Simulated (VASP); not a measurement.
# LiTi4Sb8 (a cell with a defect) in VASP: further runs

The runs below take LiTi4Sb8 (a cell with a defect) through single point, with LDA.

Everything below comes from runs of VASP 6.6.1. Logs are shortened: lines on timing, memory, paths and dates and some standing lists are left out, and cuts for length are marked.

## (1) The cell of the first run

The cell holds a defect, 13 atoms: a = 6.703 Å, b = 6.703 Å, c = 5.796 Å, α = 90.00°, β = 90.00°, γ = 90.00°.

## (2) Single point, LDA

File INCAR:

```
SYSTEM = LiTi4Sb8
ALGO = Normal
EDIFF = 1E-6
ENCUT = 520
GGA = CA
ISIF = 2
ISMEAR = -1
LASPH = .True.
LCHARG = .True.
LELF = .True.
LREAL = .False.
LVHAR = .True.
LWAVE = .False.
NBANDS = 58
NELM = 60
PREC = Accurate
SIGMA = 0.1
```

File KPOINTS:

```
k-points
0
Gamma
  3 3 3
  0 0 0
```

File POSCAR:

```
LiTi4Sb8
1.0
    6.7029110000      0.0000000000      0.0000000000
    0.0000000000      6.7029110000      0.0000000000
    0.0000000000      0.0000000000      5.7959770000
Ti Sb Li
4 8 1
Direct
   -0.0061167454     -0.0158289436      0.2098524546
   -0.0095480904     -0.0061465832      0.6914451179
    0.4818801861      0.4418528010      0.7391506212
    0.4824172662      0.4711535033      0.2812122960
    0.2945585881      0.1672556894      0.4720688160
    0.8534500906      0.4216227845      0.5226728816
    0.1718357890      0.3903975452      0.0197033218
    0.6806893304      0.1286754367     -0.0073154190
    0.8284012722      0.6315465027     -0.0117322757
    0.3700780154      0.8189874519      0.0138026773
    0.6244451105      0.8187189118      0.4623896886
    0.1946915303      0.6644874145      0.5292464066
    0.6612947718      0.1677480128      0.5587151226
```

Potentials or basis: VASP PAW LDA potentials, release 64 (Ti_sv, Sb, Li_sv).

On the command line:

```
> cat potpaw_LDA.64/Ti_sv/POTCAR potpaw_LDA.64/Sb/POTCAR potpaw_LDA.64/Li_sv/POTCAR > POTCAR
> mpirun -np 1 vasp_std > vasp.out
```

OUTCAR:

```text
SYSTEM = LiTi4Sb8
   EDIFF = 1E-6
   ENCUT = 520
   GGA = CA
   ISIF = 2
   ISMEAR = -1
   LASPH = .True.
   LREAL = .False.
   NELM = 60
   PREC = Accurate

 ion  position               nearest neighbor table
   1  0.994  0.984  0.210-   8 2.63   2 2.79   5 2.81   9 2.91  10 2.98  11 3.08  12 3.14   7 3.17

   2  0.990  0.994  0.691-  13 2.61   5 2.67  12 2.76   1 2.79   8 2.86  11 3.03   6 3.17   9 3.17

   3  0.482  0.442  0.739-  13 2.43   7 2.66   4 2.66   5 2.71  12 2.72   6 2.79   8 2.89   9 3.02
                            10 3.08  11 3.14
   4  0.482  0.471  0.281-   7 2.63   5 2.64   3 2.66  11 2.73  12 2.73   6 2.87  10 2.90   9 3.07
                             8 3.14
   5  0.295  0.167  0.472-  13 2.51   4 2.64   2 2.67   3 2.71   1 2.81   7 3.13  11 3.22  12 3.42
                             6 3.43  12 3.45  10 3.57   7 3.60
   6  0.853  0.422  0.523-  13 2.14   3 2.79  12 2.81   4 2.87   9 3.05  11 3.09   2 3.17   9 3.41
                             5 3.43   8 3.55   7 3.59   7 3.62
   7  0.172  0.390  0.020-   4 2.63   3 2.66   9 2.82   5 3.13  10 3.17   1 3.17  12 3.39  12 3.48
                             6 3.59   5 3.60   6 3.62   8 3.73
   8  0.681  0.129  0.993-  13 2.53   1 2.63   2 2.86   3 2.89  10 2.94   4 3.14  11 3.45   9 3.48
                             9 3.51   6 3.55  11 3.73   7 3.73
   9  0.828  0.632  0.988-   7 2.82   1 2.91   3 3.02   6 3.05   4 3.07   2 3.17  11 3.32  10 3.32
                             6 3.41   8 3.48   8 3.51  11 3.57  12 3.63
  10  0.370  0.819  0.014-   4 2.90   8 2.94   1 2.98   3 3.08  11 3.11   7 3.17  12 3.22   9 3.32
                            12 3.37   5 3.57  11 3.62
  11  0.624  0.819  0.462-  13 2.42   4 2.73   2 3.03   1 3.08  12 3.08   6 3.09  10 3.11   3 3.14
                             5 3.22   9 3.32   8 3.45   9 3.57  10 3.62   8 3.73
  12  0.195  0.664  0.529-   3 2.72   4 2.73   2 2.76   6 2.81  11 3.08   1 3.14  10 3.22  10 3.37
                             7 3.39   5 3.42   5 3.45   7 3.48   9 3.63
  13  0.661  0.168  0.559-   6 2.14  11 2.42   3 2.43   5 2.51   8 2.53   2 2.61

  LATTYP: Found a simple tetragonal cell.
 ALAT       =     6.7029110000
 C/A-ratio  =     0.8646955032

  Lattice vectors:

 A1 = (   6.7029110000,   0.0000000000,   0.0000000000)
 A2 = (   0.0000000000,   6.7029110000,   0.0000000000)
 A3 = (   0.0000000000,   0.0000000000,   5.7959770000)

Analysis of symmetry for initial positions (statically):
=====================================================================
 Subroutine PRICEL returns:
 Original cell was already a primitive cell.

 Routine SETGRP: Setting up the symmetry group for a
 simple tetragonal supercell.

 Subroutine GETGRP returns: Found  1 space group operations
 (whereof  1 operations were pure point group operations)
 out of a pool of 16 trial point group operations.

The static configuration has the point symmetry C_1 .

Analysis of symmetry for dynamics (positions and initial velocities):
=====================================================================
 Subroutine PRICEL returns:
 Original cell was already a primitive cell.

 Routine SETGRP: Setting up the symmetry group for a
 simple tetragonal supercell.

 Subroutine GETGRP returns: Found  1 space group operations
 (whereof  1 operations were pure point group operations)
 out of a pool of 16 trial point group operations.

The dynamic configuration has the point symmetry C_1 .

 Subroutine INISYM returns: Found  1 space group operations
 (whereof  1 operations are pure point group operations),
 and found     1 'primitive' translations

----------------------------------------------------------------------------------------

                                     Primitive cell

  volume of cell :     260.4075

  direct lattice vectors                    reciprocal lattice vectors
     6.702911000  0.000000000  0.000000000     0.149188912  0.000000000  0.000000000
     0.000000000  6.702911000  0.000000000     0.000000000  0.149188912  0.000000000
     0.000000000  0.000000000  5.795977000     0.000000000  0.000000000  0.172533466

  length of vectors
     6.702911000  6.702911000  5.795977000     0.149188912  0.149188912  0.172533466

  position of ions in fractional coordinates (direct lattice)
     0.993883255  0.984171056  0.209852455
     0.990451910  0.993853417  0.691445118
     0.481880186  0.441852801  0.739150621
     0.482417266  0.471153503  0.281212296
     0.294558588  0.167255689  0.472068816
     0.853450091  0.421622785  0.522672882
     0.171835789  0.390397545  0.019703322
     0.680689330  0.128675437  0.992684581
     0.828401272  0.631546503  0.988267724
     0.370078015  0.818987452  0.013802677
     0.624445110  0.818718912  0.462389689
     0.194691530  0.664487415  0.529246407
     0.661294772  0.167748013  0.558715123

  ion indices of the primitive-cell ions
   primitive index   ion index
                 1           1
                 2           2
                 3           3
                 4           4
                 5           5
                 6           6
                 7           7
                 8           8
                 9           9
                10          10
                11          11
                12          12
                13          13

----------------------------------------------------------------------------------------

 KPOINTS: k-points

Automatic generation of k-mesh.
 Grid dimensions read from file:
 generate k-points for:    3    3    3

 Generating k-lattice:

  Cartesian coordinates                     Fractional coordinates (reciprocal lattice)
     0.049729637  0.000000000  0.000000000     0.333333333  0.000000000  0.000000000
     0.000000000  0.049729637  0.000000000     0.000000000  0.333333333  0.000000000
     0.000000000  0.000000000  0.057511155     0.000000000  0.000000000  0.333333333

  Length of vectors
     0.049729637  0.049729637  0.057511155

  Shift w.r.t. Gamma in fractional coordinates (k-lattice)
     0.000000000  0.000000000  0.000000000

 Subroutine IBZKPT returns following result:
 ===========================================

 Found     14 irreducible k-points:

 Following reciprocal coordinates:
            Coordinates               Weight
  0.000000  0.000000  0.000000      1.000000
  0.333333  0.000000  0.000000      2.000000
  0.000000  0.333333  0.000000      2.000000
  0.333333  0.333333  0.000000      2.000000
 -0.333333  0.333333  0.000000      2.000000
  0.000000  0.000000  0.333333      2.000000
  0.333333  0.000000  0.333333      2.000000
  0.000000  0.333333  0.333333      2.000000
 -0.333333  0.000000  0.333333      2.000000
  0.000000 -0.333333  0.333333      2.000000
  0.333333  0.333333  0.333333      2.000000
 -0.333333  0.333333  0.333333      2.000000
 -0.333333 -0.333333  0.333333      2.000000
  0.333333 -0.333333  0.333333      2.000000
   k-points           NKPTS =     14   k-points in BZ     NKDIM =     14   number of bands    NBANDS=     58
   number of dos      NEDOS =    301   number of ions     NIONS =     13
   total plane-waves  NPLWV = 120000
   dimension x,y,z NGX =    50 NGY =   50 NGZ =   48
   dimension x,y,z NGXF=   100 NGYF=  100 NGZF=   96
   ions per type =               4   8   1
   NGX,Y,Z   is equivalent  to a cutoff of  12.40, 12.40, 13.77 a.u.
   NGXF,Y,Z  is equivalent  to a cutoff of  24.80, 24.80, 27.54 a.u.
 SYSTEM =  LiTi4Sb8
   PREC   = accura    normal or accurate (medium, high low for compatibility)
   ISTART =      0    job   : 0-new  1-cont  2-samecut
   ICHARG =      2    charge: 1-file 2-atom 10-const
   ISPIN  =      1    spin polarized calculation?
   LNONCOLLINEAR =      F non collinear calculations
   LSORBIT =      F    spin-orbit coupling
   LASPH  =      T    aspherical Exc in radial PAW
   ENCUT  =  520.0 eV  38.22 Ry    6.18 a.u.  12.46 12.46 10.78*2*pi/ulx,y,z
   NELM   =     60;   NELMIN=  2; NELMDL= -5     # of ELM steps
   EDIFF  = 0.1E-05   stopping-criterion for ELM
   LREAL  =      F    real-space projection
   EDIFFG = 0.1E-04   stopping-criterion for IOM
   NSW    =      0    number of steps for IOM
   IBRION =     -1    ionic relax: 0-MD 1-quasi-New 2-CG
   NFREE  =      0    steps in history (QN), initial steepest desc. (CG)
   ISIF   =      2    stress and relaxation
   ISYM   =      2    0-nonsym 1-usesym 2-fastsym
   POTIM  = 0.5000    time-step for ionic-motion
   TEBEG  =    0.0;   TEEND  =   0.0 temperature during run
   PSTRESS=    0.0 pullay stress
   NELECT =      91.0000    total number of electrons
   NUPDOWN=      -1.0000    fix difference up-down
   EMIN   =  10.00;   EMAX   =-10.00  energy-range for DOS
   EFERMI =   0.00;   METHOD = LEGACY
   ISMEAR =    -1;   SIGMA  =   0.10  broadening in eV -4-tet -1-fermi 0-gaus
   EFERMI_NEDOS =   21; number of points for ismear=-14 and -15
   IALGO  =     38    algorithm
   IMIX   =      4    mixing-type and parameters
     AMIX     =   0.40;   BMIX     =  1.00
     AMIX_MAG =   1.60;   BMIX_MAG =  1.00
  volume/ion in A,a.u.               =      20.03       135.18
  Fermi-wavevector in a.u.,A,eV,Ry     =   1.153110  2.179062 18.091162  1.329663
  Thomas-Fermi vector in A             =   2.289756
   LORBIT       =      0    0 simple, 1 ext, 2 COOP (PROOUT), +10 PAW based schemes
   GGA     = CA    functional components
   LHFCALC =     F    Hartree Fock is set to
   AEXX    =    0.0000 exact exchange contribution
   IVDW    =     0    specifies the selected vdW correction
   LEPSILON=     F    determine dielectric tensor
   LRPA    =     F    only Hartree local field effects (RPA)
 non-spin polarized calculation
  energy-cutoff  :      520.00
  volume of cell :      260.41
 maximum number of plane-waves:      7042
 NGX is ok and might be reduce to    50
   NGX = 25   NGY = 25   NGZ = 21

 number of electron      91.0000006 magnetization

 Free energy of the ion-electron system (eV)
  ---------------------------------------------------
  ext. energy  EPLUGINS =         0.00000000
  ---------------------------------------------------
  free energy    TOTEN  =       -76.67531494 eV

  energy without entropy =      -76.41375344  energy(sigma->0) =      -76.54453419

 E-fermi :   9.7716     XC(G=0): -11.1644

 val. band max:        9.7440526766   @ k =   0.3333   0.3333   0.0000
 cond. band min:       9.7988223395   @ k =  -0.3333  -0.3333   0.3333
 fundamental gap:      0.0547696629
 Fermi energy:         9.7715836477

 k-point     1 :       0.0000    0.0000    0.0000
  band No.  band energies     occupation
      1     -46.5306      2.00000
      2     -46.4791      2.00000
      3     -46.3998      2.00000
      4     -46.2463      2.00000
      5     -35.4256      2.00000
      6     -23.2986      2.00000
[... 49 lines left out ...]
     56      11.5984      0.00000
     57      11.6274      0.00000

 k-point     2 :       0.3333    0.0000    0.0000
  band No.  band energies     occupation
      1     -46.5306      2.00000
      2     -46.4791      2.00000
      3     -46.3998      2.00000
      4     -46.2463      2.00000
      5     -35.4256      2.00000
      6     -23.2986      2.00000
[... 49 lines left out ...]
     56      11.4715      0.00000
     57      11.6226      0.00000
[... 658 lines left out ...]
     56      11.4401      0.00000
     57      11.7425      0.00000

 k-point    14 :       0.3333   -0.3333    0.3333
  band No.  band energies     occupation
      1     -46.5218      2.00000
      2     -46.4880      2.00000
      3     -46.3972      2.00000
      4     -46.2490      2.00000
      5     -35.4256      2.00000
      6     -23.2655      2.00000
[... 49 lines left out ...]
     56      11.4985      0.00000
     57      11.6470      0.00000
 [bands above 57 left out]

------------------------ aborting loop because EDIFF is reached ----------------------------------------

  FORCE on cell =-STRESS in cart. coord.  units (eV):
  Direction    XX          YY          ZZ          XY          YZ          ZX
  --------------------------------------------------------------------------------------
  -------------------------------------------------------------------------------------
  Total       10.3814837      9.7762120      3.7756040      1.3754477     -1.3560065     -1.1783998
  in kB       63.8728727     60.1488926     23.2296924      8.4625475     -8.3429340     -7.2501947
  external PRESSURE =      49.0838192 kB  Pullay stress =       0.0000000 kB

 VOLUME and BASIS-vectors are now :
 -----------------------------------------------------------------------------
  energy-cutoff  :      520.00
  volume of cell :      260.41
      direct lattice vectors                 reciprocal lattice vectors
     6.702911000  0.000000000  0.000000000     0.149188912  0.000000000  0.000000000
     0.000000000  6.702911000  0.000000000     0.000000000  0.149188912  0.000000000
     0.000000000  0.000000000  5.795977000     0.000000000  0.000000000  0.172533466

 POSITION                                       TOTAL-FORCE (eV/Angst)
 -----------------------------------------------------------------------------------
      6.66191      6.59681      1.21630         0.606218      0.018369      0.103089
      6.63891      6.66171      4.00760         0.040116     -0.119740      1.074592
      3.23000      2.96170      4.28410         0.657385      2.186321      1.532666
      3.23360      3.15810      1.62990         1.687428      0.926654     -1.252527
      1.97440      1.12110      2.73610        -0.077646     -1.141816      0.114038
      5.72060      2.82610      3.02940         1.427160     -0.032258     -0.790720
      1.15180      2.61680      0.11420        -1.670090     -2.253342     -0.272638
      4.56260      0.86250      5.75358        -0.963316      0.476335      0.199036
      5.55270      4.23320      5.72798        -0.050376      0.498155      0.074282
      2.48060      5.48960      0.08000        -0.609511      0.660939     -0.426722
      4.18560      5.48780      2.68000         1.023147      0.220197      0.450263
      1.30500      4.45400      3.06750        -1.107397      0.582985     -0.249528
      4.43260      1.12440      3.23830        -0.963119     -2.022797     -0.555832
 -----------------------------------------------------------------------------------
    total drift:                                0.000100     -0.000129      0.000134

  FREE ENERGIE OF THE ION-ELECTRON SYSTEM (eV)
  ---------------------------------------------------
  free  energy   TOTEN  =       -76.6753149378 eV

  energy  without entropy=      -76.4137534416  energy(sigma->0) =      -76.54453419
```

Wall time 3 min (1 thread of Intel Xeon 6975P-C (Granite Rapids), shared host); peak memory 0.37 GiB.

Results:

```yaml
Free_energy: -76.6753 eV
Largest_force: 2.818 eV/Å
Band_gap_on_the_k_mesh: zero (an odd number of electrons rules out a gap without spin polarisation)
```

Forces in eV/Å, atoms in the order of the input:
```
Ti   0.606  0.018  0.103
Ti   0.040 -0.120  1.075
Ti   0.657  2.186  1.533
Ti   1.687  0.927 -1.253
Sb  -0.078 -1.142  0.114
Sb   1.427 -0.032 -0.791
Sb  -1.670 -2.253 -0.273
Sb  -0.963  0.476  0.199
Sb  -0.050  0.498  0.074
Sb  -0.610  0.661 -0.427
Sb   1.023  0.220  0.450
Sb  -1.107  0.583 -0.250
Li  -0.963 -2.023 -0.556
```

Caveat: the k points lie up to 0.36 Å⁻¹ apart, too coarse for converged energies and pressures of a metal; the cutoff is under 1.25 times the usual one of these potentials, so pressure, stress and relaxed cells hold a basis-set (Pulay) error; spin-orbit coupling is left out, which moves the levels of the heavy elements.

## (3) Single point, LDA

File INCAR:

```
SYSTEM = LiTi4Sb8
PREC = Accurate ; ENCUT = 520
EDIFF = 1E-7 ; ISMEAR = -1
SIGMA = 0.1 ; LREAL = .False.
LASPH = .True. ; NELM = 60
ALGO = Normal ; ISIF = 2
LWAVE = .False. ; LCHARG = .False.
NBANDS = 58
```

File KPOINTS:

```
Automatic mesh
0
Gamma
  3 3 3
  0 0 0
```

File POSCAR:

```
LiTi4Sb8
1.0
    6.7029110000      0.0000000000      0.0000000000
    0.0000000000      6.7029110000      0.0000000000
    0.0000000000      0.0000000000      5.7959770000
Ti Sb Li
4 8 1
Direct
   -0.0099359815     -0.0051768552      0.2718609822
   -0.0288083789      0.0350593943      0.7907898875
    0.5095248915      0.5512828680      0.7537296991
    0.5001707467      0.4841478576      0.2523992072
    0.3047481907      0.1444297858      0.4652192374
    0.8898671040      0.3704659065      0.4756230054
    0.1414758453      0.2778195921     -0.0025017353
    0.6551631075      0.1790117756      0.0296585028
    0.8636396933      0.6751245839     -0.0093513139
    0.3178320583      0.8427084889      0.0005693604
    0.6711561589      0.7995182988      0.4775036202
    0.1657787191      0.6845980798      0.5030385731
    0.6562969432      0.1592144070      0.6155476462
```

Potentials or basis: VASP PAW LDA potentials, release 64 (Ti_sv, Sb, Li_sv).

On the command line:

```
> cat potpaw_LDA.64/Ti_sv/POTCAR potpaw_LDA.64/Sb/POTCAR potpaw_LDA.64/Li_sv/POTCAR > POTCAR
> mpirun -np 1 vasp_std > vasp.out
```

Wall time 3 min (1 thread of Intel Xeon 6975P-C (Granite Rapids), shared host); peak memory 0.37 GiB.

The run converged. Its results:

```yaml
Free_energy: -76.5313 eV
Largest_force: 5.908 eV/Å
Band_gap_on_the_k_mesh: zero (an odd number of electrons rules out a gap without spin polarisation)
```

Forces on the atoms (eV/Å):
```
Ti  -1.009 -0.389  0.041
Ti  -0.683 -3.704 -2.701
Ti  -0.251 -2.090  0.610
Ti  -0.419  0.823  0.053
Sb   1.238  0.455  0.864
Sb   0.032  0.622 -0.118
Sb   2.565  5.178  1.233
Sb  -0.578 -0.681  0.296
Sb  -0.828 -0.995  0.242
Sb   1.000  0.091  0.141
Sb   0.019  1.717 -0.350
Sb   0.352 -0.465  0.319
Li  -1.438 -0.562 -0.631
```

Levels at points of the mesh, in eV from the Fermi level:
```csv
k point,band 42,band 43,band 44,band 45,band 46,band 47,band 48,band 49
"(0.00, 0.00, 0.00)",-0.83,-0.45,0.01,0.14,0.27,0.39,0.57,0.71
```

Caveat: the k points lie up to 0.36 Å⁻¹ apart, too coarse for converged energies and pressures of a metal; the cutoff is under 1.25 times the usual one of these potentials, so pressure, stress and relaxed cells hold a basis-set (Pulay) error; spin-orbit coupling is left out, which moves the levels of the heavy elements.

(Continued in part 2 of 2.)

The gap in the log of VASP goes by the Fermi energy; the results here count the filled bands.